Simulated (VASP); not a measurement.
A run of VASP 6.6.1:

File INCAR:

```
  PREC = Accurate
  ENCUT = 520
  EDIFF = 1E-6
  ISMEAR = -1
  SIGMA = 0.05
  LREAL = F
  LASPH = T
  NELM = 150
  ALGO = Normal
  ISIF = 2
  LWAVE = F
  LCHARG = T
  ISPIN = 2
  MAGMOM = 2 0
  LORBIT = 11
  LMAXMIX = 4
  GGA = PE
  LELF = T
  LVHAR = T
  NBANDS = 18
```

The input KPOINTS:

```
regular mesh
0
Gamma
  10 10 10
```

File POSCAR:

```
CoO
1.0
    2.5180518654      0.0000000000      0.0000000000
    0.0000000000      2.5180518654      0.0000000000
    0.0000000000      0.0000000000      2.5180518654
Co O
1 1
Direct
    0.0000000000      0.0000000000      0.0000000000
    0.5000000000      0.5000000000      0.5000000000
```

Potentials or basis: VASP PAW PBE potentials, release 64 (Co, O).

The run is started by

```bash
$ cat potpaw_PBE.64/Co/POTCAR potpaw_PBE.64/O/POTCAR > POTCAR
$ mpirun -np 1 vasp_std > vasp.out
```

Hardware: 1 thread of Intel Xeon 6975P-C (shared host).

Task: How long does it take, and how much memory?

Result: It took 27 s on 1 thread of Intel Xeon 6975P-C, with other jobs on the host, peak memory 0.15 GiB. Counts: scf iterations 15, k points 56.
